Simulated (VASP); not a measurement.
Here is a VASP 6.6.1 calculation.

File INCAR:

```
SYSTEM = Ti
PREC = Accurate
ENCUT = 520
EDIFF = 1E-7
ISMEAR = -1
SIGMA = 0.05
LREAL = .FALSE.
LASPH = .TRUE.
NELM = 80
ALGO = Normal
ISIF = 2
LWAVE = .FALSE.
LCHARG = .FALSE.
GGA = PS
NBANDS = 19
```

File KPOINTS:

```
regular mesh
0
G
  12 12 7
  0 0 0
```

Contents of POSCAR:

```
Ti
1.0
    2.9162152113      0.0000000000      0.0000000000
   -1.4581076057      2.5255164559      0.0000000000
    0.0000000000      0.0000000000      4.7242686424
Ti
2
Direct
    0.3333333333      0.6666666667      0.2500000000
    0.6666666667      0.3333333333      0.7500000000
```

Potentials or basis: VASP PAW PBE potentials, release 64 (Ti_sv).

Run with:

```sh
$ cat potpaw_PBE.64/Ti_sv/POTCAR > POTCAR
$ mpirun -np 1 vasp_std > vasp.out
```

Predict the band gap on the k mesh.

zero (band 12 reaches 8.94 eV, above the bottom of band 13 at 7.90 eV).

Predict the pressure.

-4.6 GPa.

Stress tensor (GPa, compression positive):
```
-3.71  0.00  0.00
 0.00 -3.71  0.00
 0.00  0.00 -6.34
```

Caveat: the PAW data sets were made with another functional, which shifts forces and pressure a little.
